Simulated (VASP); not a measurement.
# NaCl (Fmmm) in VASP: further runs, part 2 of 2

VASP 6.6.1.

### Step 3. Single point, PBEsol (strain +0.0750 x Voigt [1, -1, 0, 0, 0, 0])

Input file INCAR:

```
SYSTEM = NaCl
  PREC = Accurate
  ENCUT = 520
  EDIFF = 1E-6
  ISMEAR = 0
  SIGMA = 0.05
  LREAL = .FALSE.
  LASPH = .TRUE.
  NELM = 60
  ALGO = Normal
  ISIF = 2
  LWAVE = .FALSE.
  LCHARG = .FALSE.
  GGA = PS
  NBANDS = 14
```

Input file KPOINTS:

```
regular mesh
0
G
  8 8 8
  0 0 0
```

Input file POSCAR:

```
NaCl
1.0
    0.0000000000      2.6193687500      2.8317500000
    3.0441312500      0.0000000000      2.8317500000
    3.0441312500      2.6193687500      0.0000000000
Na Cl
1 1
Direct
    0.0000000000      0.0000000000      0.0000000000
    0.5000000000      0.5000000000      0.5000000000
```

Potentials or basis: VASP PAW PBE potentials, release 64 (Na_pv, Cl).

The run is started by

```console
> cat potpaw_PBE.64/Na_pv/POTCAR potpaw_PBE.64/Cl/POTCAR > POTCAR
> mpirun -np 1 vasp_std > vasp.out
```

It took 42 s on 1 thread of Intel Xeon Platinum 8259CL at 2.50GHz (Skylake/Cascade Lake), shared host; peak memory 0.19 GiB.

It converged, with:

| Quantity | Value |
| --- | --- |
| Free energy | -6.9322 eV |
| Pressure | 0.4 GPa |
| Band gap on the k mesh | 4.89 eV, direct |

Stress tensor (GPa, compression positive):
```
-2.26  0.00  0.00
 0.00  4.08  0.00
 0.00  0.00 -0.49
```

Levels at points of the mesh, in eV from the valence-band top:
```tsv
k point	band 3	band 4	band 5	band 6	band 7	band 8	band 9	band 10	band 11	band 12
(0.00, 0.00, 0.00)	-20.65	-12.67	-0.10	0.00	0.00	4.89	10.49	11.06	11.63	12.36
(0.50, 0.00, 0.00)	-20.65	-12.32	-1.99	-0.38	-0.23	7.02	10.28	10.39	11.63	14.81
(0.50, 0.50, 0.00)	-20.66	-12.28	-1.73	-0.85	-0.39	7.46	8.00	11.02	13.67	14.65
(0.50, 0.00, 0.50)	-20.66	-12.22	-1.64	-0.91	-0.66	7.51	7.62	11.77	13.61	14.57
(0.00, 0.50, 0.50)	-20.65	-12.36	-1.74	-0.58	-0.36	7.51	8.19	10.38	14.61	15.02
```

Caveat: the cell differs from its parent crystal (strain +0.0750 x Voigt [1, -1, 0, 0, 0, 0]); the PAW data sets were made with another functional, which shifts forces and pressure a little.

### Step 4. Single point, PBEsol (strain +0.0875 x Voigt [1, -1, 0, 0, 0, 0])

Input file INCAR:

```
PREC = Accurate ; ENCUT = 520
EDIFF = 1E-7 ; ISMEAR = 0
SIGMA = 0.05 ; LREAL = False
LASPH = True ; NELM = 60
ALGO = Normal ; ISIF = 2
LWAVE = False ; LCHARG = True
GGA = PS ; LELF = True
LVHAR = True ; NBANDS = 14
```

Input file KPOINTS:

```
regular mesh
0
Gamma
  8 8 8
```

Input file POSCAR:

```
NaCl
1.0
    0.0000000000      2.5839718750      2.8317500000
    3.0795281250      0.0000000000      2.8317500000
    3.0795281250      2.5839718750      0.0000000000
Na Cl
1 1
Direct
    0.0000000000      0.0000000000      0.0000000000
    0.5000000000      0.5000000000      0.5000000000
```

Potentials or basis: VASP PAW PBE potentials, release 64 (Na_pv, Cl).

The run is started by

```console
> cat potpaw_PBE.64/Na_pv/POTCAR potpaw_PBE.64/Cl/POTCAR > POTCAR
> mpirun -np 1 vasp_std > vasp.out
```

OUTCAR:

```text
PREC = Accurate
   ENCUT = 520
   EDIFF = 1E-7
   ISMEAR = 0
   LREAL = False
   LASPH = True
   NELM = 60
   ISIF = 2
   GGA = PS

 ion  position               nearest neighbor table
   1  0.000  0.000  0.000-   2 2.58   2 2.58
   2  0.500  0.500  0.500-   1 2.58   1 2.58

  LATTYP: Found a face centered orthorhombic cell.
 ALAT       =     5.1679437500
 B/A-ratio  =     1.0958904110
 C/A-ratio  =     1.1917808219

  Lattice vectors:

 A1 = (  -3.0795281250,   0.0000000000,  -2.8317500000)
[... 594 lines left out ...]

------------------------ aborting loop because EDIFF is reached ----------------------------------------

  FORCE on cell =-STRESS in cart. coord.  units (eV):
  Direction    XX          YY          ZZ          XY          YZ          ZX
  --------------------------------------------------------------------------------------
  -------------------------------------------------------------------------------------
  Total       -0.6584047      1.5333348     -0.1097850      0.0000000      0.0000000      0.0000000
  in kB      -23.4070489     54.5118241     -3.9029819      0.0000000      0.0000000      0.0000000
  external PRESSURE =       9.0672644 kB  Pullay stress =       0.0000000 kB

 VOLUME and BASIS-vectors are now :
 -----------------------------------------------------------------------------
  energy-cutoff  :      520.00
  volume of cell :       45.07
      direct lattice vectors                 reciprocal lattice vectors
     0.000000000  2.583971875  2.831750000    -0.162362537  0.193500558  0.176569259
     3.079528125  0.000000000  2.831750000     0.162362537 -0.193500558  0.176569259
     3.079528125  2.583971875  0.000000000     0.162362537  0.193500558 -0.176569259

 POSITION                                       TOTAL-FORCE (eV/Angst)
 -----------------------------------------------------------------------------------
      0.00000      0.00000      0.00000        -0.000000      0.000000      0.000000
      3.07953      2.58397      2.83175         0.000000     -0.000000      0.000000
 -----------------------------------------------------------------------------------
    total drift:                               -0.000000      0.000000      0.000000

  FREE ENERGIE OF THE ION-ELECTRON SYSTEM (eV)
  ---------------------------------------------------
  free  energy   TOTEN  =        -6.9064693078 eV

  energy  without entropy=       -6.9064693078  energy(sigma->0) =       -6.90646931
```

OSZICAR:

```text
N       E                     dE             d eps       ncg     rms          rms(c)
DAV:   1     0.100314079505E+03    0.10031E+03   -0.69380E+03  2680   0.101E+03
DAV:   2     0.119935413281E+01   -0.99115E+02   -0.90873E+02  2886   0.272E+02
DAV:   3    -0.694828743223E+01   -0.81476E+01   -0.80959E+01  3500   0.724E+01
DAV:   4    -0.708504470450E+01   -0.13676E+00   -0.13670E+00  3050   0.100E+01
DAV:   5    -0.708807534992E+01   -0.30306E-02   -0.30305E-02  3638   0.151E+00    0.198E+00
DAV:   6    -0.691465596782E+01    0.17342E+00   -0.28170E-01  3456   0.364E+00    0.141E+00
DAV:   7    -0.690230663596E+01    0.12349E-01   -0.68704E-02  3794   0.169E+00    0.953E-01
DAV:   8    -0.690651182709E+01   -0.42052E-02   -0.84012E-03  2990   0.826E-01    0.271E-01
DAV:   9    -0.690639804480E+01    0.11378E-03   -0.22962E-04  3494   0.119E-01    0.163E-01
DAV:  10    -0.690648026962E+01   -0.82225E-04   -0.32104E-04  3056   0.120E-01    0.590E-02
DAV:  11    -0.690646929619E+01    0.10973E-04   -0.23152E-05  3500   0.382E-02    0.139E-02
DAV:  12    -0.690646924104E+01    0.55153E-07   -0.20417E-06  3116   0.100E-02    0.175E-03
DAV:  13    -0.690646937289E+01   -0.13185E-06   -0.20663E-07  3368   0.351E-03    0.445E-04
DAV:  14    -0.690646930779E+01    0.65108E-07   -0.92235E-09  1984   0.713E-04
   1 F= -.69064693E+01 E0= -.69064693E+01  d E =-.875419E-13
```

Wall time 52 s (1 thread of Intel Xeon Platinum 8259CL at 2.50GHz (Skylake/Cascade Lake), shared host); peak memory 0.19 GiB.

Results:

| Item | Value |
| --- | --- |
| Free energy | -6.9065 eV |
| Pressure | 0.9 GPa |
| Band gap on the k mesh | 4.90 eV, direct |

Levels at points of the mesh, in eV from the valence-band top:
```tsv
k point	band 4	band 5	band 6	band 7	band 8	band 9	band 10	band 11
(0.00, 0.00, 0.00)	-12.69	-0.13	-0.01	0.00	4.90	10.43	11.08	11.75
(0.50, 0.00, 0.00)	-12.33	-2.02	-0.41	-0.23	7.01	10.21	10.38	11.79
(0.50, 0.50, 0.00)	-12.29	-1.76	-0.89	-0.37	7.48	8.04	11.02	13.56
(0.50, 0.00, 0.50)	-12.23	-1.64	-0.97	-0.67	7.55	7.57	11.90	13.48
(0.00, 0.50, 0.50)	-12.39	-1.76	-0.58	-0.33	7.55	8.24	10.27	14.64
```

Caveat: the cell differs from its parent crystal (strain +0.0875 x Voigt [1, -1, 0, 0, 0, 0]); the PAW data sets were made with another functional, which shifts forces and pressure a little. A k mesh can miss the band edges.

### Step 5. The runs side by side

```csv
cell,gap on the mesh (eV),pressure (GPa)
"a = 4.210, b = 3.810, c = 4.025 Å, angles 64.9, 55.1, 60.0°, 2 atoms",4.90,1.5
"a = 3.857, b = 4.158, c = 4.016 Å, angles 56.3, 63.7, 60.0°, 2 atoms",4.89,0.4
"a = 3.833, b = 4.184, c = 4.020 Å, angles 55.7, 64.3, 60.0°, 2 atoms",4.90,0.9
```

Alike in all rows: task single point; level PBEsol; potentials or basis VASP PAW PBE potentials, release 64 (Na_pv, Cl); no spin polarisation; k mesh 8 × 8 × 8; cutoff (eV) 520; smearing gaussian 0.05 eV.

Caveats: the PAW data sets were made with another functional, which shifts forces and pressure a little.

Total energies depend on the potentials used, so only differences within one code and one set of settings carry meaning.
